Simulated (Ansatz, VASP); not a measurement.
**One calculation of TiAl, two programs**

```
Ti Al
1.0
     3.17906   -0.03179    0.00000
    -0.03179    3.17906    0.00000
     0.00000    0.00000    3.17906
Ti Al
1 1
Cartesian
  0.0000 0.0000 0.0000
  1.5736 1.5736 1.5895
```

Change from the starting cell: strain -0.0200 x Voigt [0, 0, 0, 0, 0, 1], atoms carried along.

Alike in both runs: task single point; functional PBEsol; k mesh 16 × 16 × 16; occupations gaussian, width 0.15 eV; no spin polarisation.

```csv
,VASP,Ansatz
version,VASP 6.6.1,Ansatz 0.2.0
potentials or method,"VASP PAW PBE potentials, release 64 (Ti_sv, Al), cutoff 520 eV","scalar-relativistic, plane waves, PAW"
valence electrons in the cell,15,15
```

```csv
,VASP,Ansatz,Ansatz less VASP
gap on the k mesh at the Fermi level (eV),none,none,-
pressure (GPa),-2.3,-2.4,-0.06
"traceless stress, the component that is largest in VASP (GPa)",1.37,1.36,-0.006
```

VASP's potentials were made for PBE, not for PBEsol. A gap of «none» marks a metal or a gap that the smearing closes.
